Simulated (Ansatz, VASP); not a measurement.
## One calculation of Au, two programs

```
CELL_PARAMETERS angstrom
-1.62107 1.62107 1.62107
1.62107 -1.62107 1.62107
3.24215 3.24215 0.00000
ATOMIC_POSITIONS crystal
Au 0.95638 0.04362 0.00000
Au 0.54362 0.45638 0.50000
```

Change from the starting cell: mode 4 (9.3 1/cm) frozen in, largest displacement -0.200 Å.

Alike in both runs: task single point; functional PBEsol; k mesh 22 × 22 × 14; occupations gaussian, width 0.15 eV; no spin polarisation.

|  | VASP | Ansatz |
| --- | --- | --- |
| version | VASP 6.6.1 | Ansatz 0.2.0 |
| potentials or method | VASP PAW PBE potentials, release 64 (Au), cutoff 520 eV | scalar-relativistic, plane waves, PAW |
| valence electrons in the cell | 22 | 38 |

Ansatz gave:

* gap on the k mesh at the Fermi level (eV): none
* pressure (GPa): 0.7
* traceless stress, the component that is largest in VASP (GPa): -0.47
* rms of the force components (eV/Å): 0.017

Q: What did VASP give for the same quantities?

A: gap on the k mesh at the Fermi level (eV): none; pressure (GPa): 0.4; traceless stress, the component that is largest in VASP (GPa): -0.47; rms of the force components (eV/Å): 0.016.

VASP's potentials were made for PBE, not for PBEsol. Atom by atom the forces differ by 0.001 eV/Å (rms over components). A gap of «none» marks a metal or a gap that the smearing closes. VASP's potentials hold 22 valence electrons a cell and Ansatz's 38, so a difference there can come from the potentials and not from the codes.

Spin-orbit coupling is off throughout.
